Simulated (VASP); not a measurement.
# Cs4Zn (Pm-3m) in VASP: further runs

Cs4Zn is run at these levels: PBE, r2SCAN; tasks: single point.

Program: VASP 6.6.1. These are calculated values, not measurements. Logs are shortened: lines on timing, memory, paths and dates and some standing lists are left out, and cuts for length are marked.

**1. The cell of the first run**

Symmetry: Pm-3m, No. 221, cubic system. The conventional cell has a = 7.542 Å, b = 7.542 Å, c = 7.542 Å, α = 90.00°, β = 90.00°, γ = 90.00°. Cs (site symmetry 4/mmm) has 2 Zn at 3.77 Å within 5.0 Å. Zn (site symmetry m-3m) has 6 Cs at 3.77 Å within 5.0 Å.

**2. Single point, PBE (volume scaled by 0.94)**

INCAR reads:

```
SYSTEM = Cs4Zn
PREC     = Accurate       ! precision mode
ENCUT    = 520            ! plane-wave cutoff, eV
EDIFF    = 1E-7           ! SCF threshold, eV
ISMEAR   = 0              ! smearing method
SIGMA    = 0.1            ! smearing width, eV
LREAL    = .FALSE.        ! projectors in reciprocal space
LASPH    = .TRUE.         ! aspherical terms in the spheres
NELM     = 60             ! most SCF steps
ALGO     = Fast           ! electronic algorithm
ISIF     = 2              ! what is computed and relaxed
LWAVE    = .FALSE.        ! write WAVECAR
LCHARG   = .FALSE.        ! write CHGCAR
GGA      = PE             ! functional
NBANDS   = 32             ! bands
```

KPOINTS reads:

```
regular mesh
0
G
  6 6 6
  0 0 0
```

POSCAR reads:

```
Cs4Zn
1.0
    7.5418521611      0.0000000000      0.0000000000
    0.0000000000      7.5418521611      0.0000000000
    0.0000000000      0.0000000000      7.5418521611
Cs Zn
4 1
Direct
    0.5000000000      0.0000000000      0.0000000000
    0.0000000000      0.5000000000      0.0000000000
    0.0000000000      0.0000000000      0.5000000000
    0.5000000000      0.5000000000      0.5000000000
    0.0000000000      0.0000000000      0.0000000000
```

Potentials or basis: VASP PAW PBE potentials, release 64 (Cs_sv, Zn).

Run with:

```sh
$ cat potpaw_PBE.64/Cs_sv/POTCAR potpaw_PBE.64/Zn/POTCAR > POTCAR
$ mpirun -np 1 vasp_std > vasp.out
```

OUTCAR:

```text
SYSTEM = Cs4Zn
   PREC = Accurate
   ENCUT = 520
   EDIFF = 1E-7
   ISMEAR = 0
   LREAL = .FALSE.
   LASPH = .TRUE.
   NELM = 60
   ISIF = 2
   GGA = PE

 ion  position               nearest neighbor table
   1  0.500  0.000  0.000-
   2  0.000  0.500  0.000-
   3  0.000  0.000  0.500-
   4  0.500  0.500  0.500-
   5  0.000  0.000  0.000-

  LATTYP: Found a simple cubic cell.
 ALAT       =     7.5418521611

  Lattice vectors:

 A1 = (   7.5418521611,   0.0000000000,   0.0000000000)
 A2 = (   0.0000000000,   7.5418521611,   0.0000000000)
 A3 = (   0.0000000000,   0.0000000000,   7.5418521611)

Analysis of symmetry for initial positions (statically):
=====================================================================
 Subroutine PRICEL returns:
 Original cell was already a primitive cell.

 Routine SETGRP: Setting up the symmetry group for a
 simple cubic supercell.

 Subroutine GETGRP returns: Found 48 space group operations
 (whereof 48 operations were pure point group operations)
 out of a pool of 48 trial point group operations.

The static configuration has the point symmetry O_h .

Analysis of symmetry for dynamics (positions and initial velocities):
=====================================================================
 Subroutine PRICEL returns:
 Original cell was already a primitive cell.

 Routine SETGRP: Setting up the symmetry group for a
 simple cubic supercell.

 Subroutine GETGRP returns: Found 48 space group operations
 (whereof 48 operations were pure point group operations)
 out of a pool of 48 trial point group operations.

The dynamic configuration has the point symmetry O_h .

 Subroutine INISYM returns: Found 48 space group operations
 (whereof 48 operations are pure point group operations),
 and found     1 'primitive' translations

----------------------------------------------------------------------------------------

                                     Primitive cell

  volume of cell :     428.9770

  direct lattice vectors                    reciprocal lattice vectors
     7.541852161  0.000000000  0.000000000     0.132593424  0.000000000  0.000000000
     0.000000000  7.541852161  0.000000000     0.000000000  0.132593424  0.000000000
     0.000000000  0.000000000  7.541852161     0.000000000  0.000000000  0.132593424

  length of vectors
     7.541852161  7.541852161  7.541852161     0.132593424  0.132593424  0.132593424

  position of ions in fractional coordinates (direct lattice)
     0.500000000  0.000000000  0.000000000
     0.000000000  0.500000000  0.000000000
     0.000000000  0.000000000  0.500000000
     0.500000000  0.500000000  0.500000000
     0.000000000  0.000000000  0.000000000

  ion indices of the primitive-cell ions
   primitive index   ion index
                 1           1
                 2           2
                 3           3
                 4           4
                 5           5

----------------------------------------------------------------------------------------

 KPOINTS: regular mesh

Automatic generation of k-mesh.
 Grid dimensions read from file:
 generate k-points for:    6    6    6

 Generating k-lattice:

  Cartesian coordinates                     Fractional coordinates (reciprocal lattice)
     0.022098904  0.000000000  0.000000000     0.166666667  0.000000000  0.000000000
     0.000000000  0.022098904  0.000000000     0.000000000  0.166666667  0.000000000
     0.000000000  0.000000000  0.022098904     0.000000000  0.000000000  0.166666667

  Length of vectors
     0.022098904  0.022098904  0.022098904

  Shift w.r.t. Gamma in fractional coordinates (k-lattice)
     0.000000000  0.000000000  0.000000000

 Subroutine IBZKPT returns following result:
 ===========================================

 Found     20 irreducible k-points:

 Following reciprocal coordinates:
            Coordinates               Weight
  0.000000  0.000000  0.000000      1.000000
  0.166667  0.000000  0.000000      6.000000
  0.333333  0.000000  0.000000      6.000000
  0.500000  0.000000  0.000000      3.000000
  0.166667  0.166667  0.000000     12.000000
  0.333333  0.166667  0.000000     24.000000
[... 12 lines left out ...]
  0.500000  0.500000  0.333333      6.000000
  0.500000  0.500000  0.500000      1.000000
   k-points           NKPTS =     20   k-points in BZ     NKDIM =     20   number of bands    NBANDS=     32
   number of dos      NEDOS =    301   number of ions     NIONS =      5
   total plane-waves  NPLWV = 175616
   dimension x,y,z NGX =    56 NGY =   56 NGZ =   56
   dimension x,y,z NGXF=   112 NGYF=  112 NGZF=  112
   ions per type =               4   1
   NGX,Y,Z   is equivalent  to a cutoff of  12.34, 12.34, 12.34 a.u.
   NGXF,Y,Z  is equivalent  to a cutoff of  24.69, 24.69, 24.69 a.u.
 SYSTEM =  Cs4Zn
   PREC   = accura    normal or accurate (medium, high low for compatibility)
   ISTART =      0    job   : 0-new  1-cont  2-samecut
   ICHARG =      2    charge: 1-file 2-atom 10-const
   ISPIN  =      1    spin polarized calculation?
   LNONCOLLINEAR =      F non collinear calculations
   LSORBIT =      F    spin-orbit coupling
   LASPH  =      T    aspherical Exc in radial PAW
   ENCUT  =  520.0 eV  38.22 Ry    6.18 a.u.  14.02 14.02 14.02*2*pi/ulx,y,z
   NELM   =     60;   NELMIN=  2; NELMDL= -5     # of ELM steps
   EDIFF  = 0.1E-06   stopping-criterion for ELM
   LREAL  =      F    real-space projection
   EDIFFG = 0.1E-05   stopping-criterion for IOM
   NSW    =      0    number of steps for IOM
   IBRION =     -1    ionic relax: 0-MD 1-quasi-New 2-CG
   NFREE  =      0    steps in history (QN), initial steepest desc. (CG)
   ISIF   =      2    stress and relaxation
   ISYM   =      2    0-nonsym 1-usesym 2-fastsym
   POTIM  = 0.5000    time-step for ionic-motion
   TEBEG  =    0.0;   TEEND  =   0.0 temperature during run
   PSTRESS=    0.0 pullay stress
   NELECT =      48.0000    total number of electrons
   NUPDOWN=      -1.0000    fix difference up-down
   EMIN   =  10.00;   EMAX   =-10.00  energy-range for DOS
   EFERMI =   0.00;   METHOD = LEGACY
   ISMEAR =     0;   SIGMA  =   0.10  broadening in eV -4-tet -1-fermi 0-gaus
   EFERMI_NEDOS =   21; number of points for ismear=-14 and -15
   IALGO  =     68    algorithm
   IMIX   =      4    mixing-type and parameters
     AMIX     =   0.40;   BMIX     =  1.00
     AMIX_MAG =   1.60;   BMIX_MAG =  1.00
  volume/ion in A,a.u.               =      85.80       578.98
  Fermi-wavevector in a.u.,A,eV,Ry     =   0.788879  1.490766  8.467321  0.622331
  Thomas-Fermi vector in A             =   1.893909
   LORBIT       =      0    0 simple, 1 ext, 2 COOP (PROOUT), +10 PAW based schemes
   GGA     = PE    functional components
   LHFCALC =     F    Hartree Fock is set to
   AEXX    =    0.0000 exact exchange contribution
   IVDW    =     0    specifies the selected vdW correction
   LEPSILON=     F    determine dielectric tensor
   LRPA    =     F    only Hartree local field effects (RPA)
 non-spin polarized calculation
 RMM-DIIS sequential band-by-band and
 Gauss-broadening in eV      SIGMA  =   0.10
  energy-cutoff  :      520.00
  volume of cell :      428.98
 maximum number of plane-waves:     11592
   NGX = 29   NGY = 29   NGZ = 29

 number of electron      48.0000042 magnetization

 Free energy of the ion-electron system (eV)
  ---------------------------------------------------
  ext. energy  EPLUGINS =         0.00000000
  ---------------------------------------------------
  free energy    TOTEN  =        -4.10008617 eV

  energy without entropy =       -4.08084417  energy(sigma->0) =       -4.09046517

 E-fermi :   0.6786     XC(G=0):  -5.9066

 val. band max:        0.6458721477   @ k =   0.3333   0.0000   0.0000
 cond. band min:       0.6939017186   @ k =   0.5000   0.5000   0.3333
 fundamental gap:      0.0480295709
 Fermi energy:         0.6785604384

 k-point     1 :       0.0000    0.0000    0.0000
  band No.  band energies     occupation
      1     -23.2803      2.00000
      2     -22.7861      2.00000
      3     -22.7770      2.00000
      4     -22.7770      2.00000
      5     -10.0931      2.00000
      6     -10.0931      2.00000
[... 24 lines left out ...]
     31       1.7967      0.00000
     32       3.2762      0.00000

 k-point     2 :       0.1667    0.0000    0.0000
  band No.  band energies     occupation
      1     -23.2803      2.00000
      2     -22.7855      2.00000
      3     -22.7775      2.00000
      4     -22.7770      2.00000
      5     -10.0922      2.00000
      6     -10.0922      2.00000
[... 24 lines left out ...]
     31       1.9074      0.00000
     32       3.0664      0.00000

 k-point     3 :       0.3333    0.0000    0.0000
  band No.  band energies     occupation
      1     -23.2803      2.00000
      2     -22.7842      2.00000
      3     -22.7789      2.00000
      4     -22.7770      2.00000
      5     -10.0903      2.00000
      6     -10.0903      2.00000
[... 24 lines left out ...]
     31       2.0419      0.00000
     32       2.6800      0.00000

 k-point     4 :       0.5000    0.0000    0.0000
  band No.  band energies     occupation
      1     -23.2803      2.00000
      2     -22.7831      2.00000
      3     -22.7800      2.00000
      4     -22.7770      2.00000
      5     -10.0893      2.00000
      6     -10.0893      2.00000
[... 514 lines left out ...]
     31       2.2839      0.00000
     32       2.3896      0.00000

 k-point    19 :       0.5000    0.5000    0.3333
  band No.  band energies     occupation
      1     -23.2803      2.00000
      2     -22.7800      2.00000
      3     -22.7800      2.00000
      4     -22.7800      2.00000
      5     -10.0971      2.00000
      6     -10.0971      2.00000
[... 24 lines left out ...]
     31       2.2655      0.00000
     32       2.2655      0.00000

 k-point    20 :       0.5000    0.5000    0.5000
  band No.  band energies     occupation
      1     -23.2803      2.00000
      2     -22.7800      2.00000
      3     -22.7800      2.00000
      4     -22.7800      2.00000
      5     -10.0985      2.00000
      6     -10.0985      2.00000
[... 24 lines left out ...]
     31       2.2409      0.00000
     32       2.2409      0.00000

------------------------ aborting loop because EDIFF is reached ----------------------------------------

  FORCE on cell =-STRESS in cart. coord.  units (eV):
  Direction    XX          YY          ZZ          XY          YZ          ZX
  --------------------------------------------------------------------------------------
  -------------------------------------------------------------------------------------
  Total        0.5753510      0.5753510      0.5753510     -0.0000000     -0.0000000      0.0000000
  in kB        2.1488664      2.1488664      2.1488664     -0.0000000     -0.0000000      0.0000000
  external PRESSURE =       2.1488664 kB  Pullay stress =       0.0000000 kB

 VOLUME and BASIS-vectors are now :
 -----------------------------------------------------------------------------
  energy-cutoff  :      520.00
  volume of cell :      428.98
      direct lattice vectors                 reciprocal lattice vectors
     7.541852161  0.000000000  0.000000000     0.132593424  0.000000000  0.000000000
     0.000000000  7.541852161  0.000000000     0.000000000  0.132593424  0.000000000
     0.000000000  0.000000000  7.541852161     0.000000000  0.000000000  0.132593424

 POSITION                                       TOTAL-FORCE (eV/Angst)
 -----------------------------------------------------------------------------------
      3.77093      0.00000      0.00000         0.000000      0.000000      0.000000
      0.00000      3.77093      0.00000         0.000000      0.000000      0.000000
      0.00000      0.00000      3.77093         0.000000      0.000000      0.000000
      3.77093      3.77093      3.77093         0.000000      0.000000      0.000000
      0.00000      0.00000      0.00000         0.000000      0.000000      0.000000
 -----------------------------------------------------------------------------------
    total drift:                               -0.000000     -0.000000      0.000000

  FREE ENERGIE OF THE ION-ELECTRON SYSTEM (eV)
  ---------------------------------------------------
  free  energy   TOTEN  =        -4.1000861652 eV

  energy  without entropy=       -4.0808441746  energy(sigma->0) =       -4.09046517
```

Wall time 7.4 min (1 thread of Oxide Virtual Turin-like, shared host); peak memory 0.52 GiB.

Results:

| Property | Result |
| --- | --- |
| Free energy | -4.1001 eV |
| Pressure | 0.2 GPa |
| Band gap on the k mesh | zero (band 24 reaches 1.02 eV, above the bottom of band 25 at 0.21 eV) |

Levels at points of the mesh, in eV from the Fermi level:
```
           k point  band 21  band 22  band 23  band 24  band 25  band 26  band 27  band 28
(0.00, 0.00, 0.00)    -7.33    -3.99    -1.14     0.34     0.34     1.01     1.01     1.01
(0.50, 0.00, 0.00)    -7.33    -3.75    -0.91    -0.08     0.75     0.75     0.78     0.83
(0.50, 0.50, 0.00)    -7.32    -3.51    -0.44    -0.44    -0.08     0.68     0.85     1.06
(0.50, 0.50, 0.50)    -7.32    -3.26    -0.47    -0.47    -0.47     0.05     0.95     0.95
```

Caveat: the cell differs from its parent crystal (volume scaled by 0.94); spin-orbit coupling is left out, which moves the levels of the heavy elements.

**3. Single point, PBE (volume scaled by 0.97)**

INCAR reads:

```
ALGO     = Fast           # electronic algorithm
EDIFF    = 1E-6           # SCF threshold, eV
ENCUT    = 520            # plane-wave cutoff, eV
GGA      = PE             # functional
ISIF     = 2              # what is computed and relaxed
ISMEAR   = 0              # smearing method
LASPH    = True           # aspherical terms in the spheres
LCHARG   = False          # write CHGCAR
LREAL    = False          # projectors in reciprocal space
LWAVE    = False          # write WAVECAR
NBANDS   = 32             # bands
NELM     = 100            # most SCF steps
PREC     = Accurate       # precision mode
SIGMA    = 0.1            # smearing width, eV
```

KPOINTS reads:

```
k-points
0
Gamma
  6 6 6
```

Edit POSCAR of step 2 so:

```diff
@@ -2,5 +2,5 @@
 1.0
-    7.5418521611      0.0000000000      0.0000000000
-    0.0000000000      7.5418521611      0.0000000000
-    0.0000000000      0.0000000000      7.5418521611
+    7.6212459130      0.0000000000      0.0000000000
+    0.0000000000      7.6212459130      0.0000000000
+    0.0000000000      0.0000000000      7.6212459130
 Cs Zn
```

Potentials or basis: VASP PAW PBE potentials, release 64 (Cs_sv, Zn).

Run with:

```sh
$ cat potpaw_PBE.64/Cs_sv/POTCAR potpaw_PBE.64/Zn/POTCAR > POTCAR
$ mpirun -np 1 vasp_std > vasp.out
```

Run time: 8.1 min. Hardware: 1 thread of Oxide Virtual Turin-like, shared host; peak memory 0.59 GiB.

It converged, with:

```
Free energy            : -4.1143 eV
Pressure               : 0.1 GPa
Band gap on the k mesh : zero (band 24 reaches 0.96 eV, above the bottom of band 25 at 0.15 eV)
```

Levels at points of the mesh, in eV from the Fermi level:
| k point | band 22 | band 23 | band 24 | band 25 | band 26 | band 27 |
| --- | --- | --- | --- | --- | --- | --- |
| (0.00, 0.00, 0.00) | -3.96 | -1.12 | 0.36 | 0.36 | 0.97 | 0.97 |
| (0.50, 0.00, 0.00) | -3.73 | -0.90 | -0.08 | 0.74 | 0.74 | 0.79 |
| (0.50, 0.50, 0.00) | -3.51 | -0.43 | -0.43 | -0.09 | 0.67 | 0.84 |
| (0.50, 0.50, 0.50) | -3.28 | -0.44 | -0.44 | -0.44 | 0.06 | 0.92 |

Caveat: the cell differs from its parent crystal (volume scaled by 0.97); spin-orbit coupling is left out, which moves the levels of the heavy elements.

**4. Single point, PBE**

This run uses another cell than the first one, of 91.27 Å³/atom, 1.064 times its volume.

INCAR reads:

```
SYSTEM = Cs4Zn
ALGO = Fast ; EDIFF = 1E-6
ENCUT = 520 ; GGA = PE
ISIF = 2 ; ISMEAR = 0
LASPH = .TRUE. ; LCHARG = .FALSE.
LREAL = .FALSE. ; LWAVE = .FALSE.
NBANDS = 32 ; NELM = 100
PREC = Accurate ; SIGMA = 0.1
```

KPOINTS reads:

```
k-points
0
G
  6 6 6
  0 0 0
```

Edit POSCAR of step 3 so:

```diff
@@ -2,5 +2,5 @@
 1.0
-    7.6212459130      0.0000000000      0.0000000000
-    0.0000000000      7.6212459130      0.0000000000
-    0.0000000000      0.0000000000      7.6212459130
+    7.6990191000      0.0000000000      0.0000000000
+    0.0000000000      7.6990191000      0.0000000000
+    0.0000000000      0.0000000000      7.6990191000
 Cs Zn
```

Run with:

```sh
$ cat potpaw_PBE.64/Cs_sv/POTCAR potpaw_PBE.64/Zn/POTCAR > POTCAR
$ mpirun -np 1 vasp_std > vasp.out
```

It took 6.7 min on 1 thread of Oxide Virtual Turin-like, shared host; peak memory 0.6 GiB.

The run converged. Its results:

```
Free energy            : -4.1198 eV
Pressure               : 0.0 GPa
Band gap on the k mesh : zero (band 24 reaches 0.90 eV, above the bottom of band 25 at 0.09 eV)
```

Levels at points of the mesh, in eV from the Fermi level:
```
           k point  band 22  band 23  band 24  band 25  band 26  band 27
(0.00, 0.00, 0.00)    -3.92    -1.10     0.39     0.39     0.94     0.94
(0.50, 0.00, 0.00)    -3.72    -0.89    -0.08     0.72     0.72     0.79
(0.50, 0.50, 0.00)    -3.51    -0.42    -0.42    -0.09     0.67     0.83
(0.50, 0.50, 0.50)    -3.30    -0.42    -0.42    -0.42     0.07     0.89
```

Caveat: spin-orbit coupling is left out, which moves the levels of the heavy elements.

(Continued in part 2 of 2.)
